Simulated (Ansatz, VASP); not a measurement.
**GaN in VASP and in Ansatz**

```
Ga N
1.0
     0.00000    1.83931    1.83931
     1.83931    0.00000    1.83931
     1.83931    1.83931    0.00000
Ga N
1 1
Direct
  0.00000 0.00000 0.00000
  0.50000 0.50000 0.50000
```

Change from the starting cell: volume scaled by 0.64, norm-conserving files.

Alike in both runs: task single point; functional PBE; k mesh 15 × 15 × 15; occupations fermi-dirac, width 0.1 eV; no spin polarisation.

|  | VASP | Ansatz |
| --- | --- | --- |
| version | VASP 6.6.1 | Ansatz 0.2.0 |
| potentials or method | VASP PAW PBE potentials, release 64 (Ga_d, N) | norm-conserving pseudopotentials, scalar-relativistic |
| plane-wave cutoff (eV) | 520 | 1240 |
| valence electrons in the cell | 18 | 18 |

```tsv
	VASP	Ansatz	Ansatz less VASP
gap on the k mesh at the Fermi level (eV)	3.82	3.86	+0.041
pressure (GPa)	255.4	254.1	-1.28
```

Both programs put the cell under a high pressure, so it lies far from rest at this level.

Noted on VASP's run: the cell as given lies far from equilibrium.
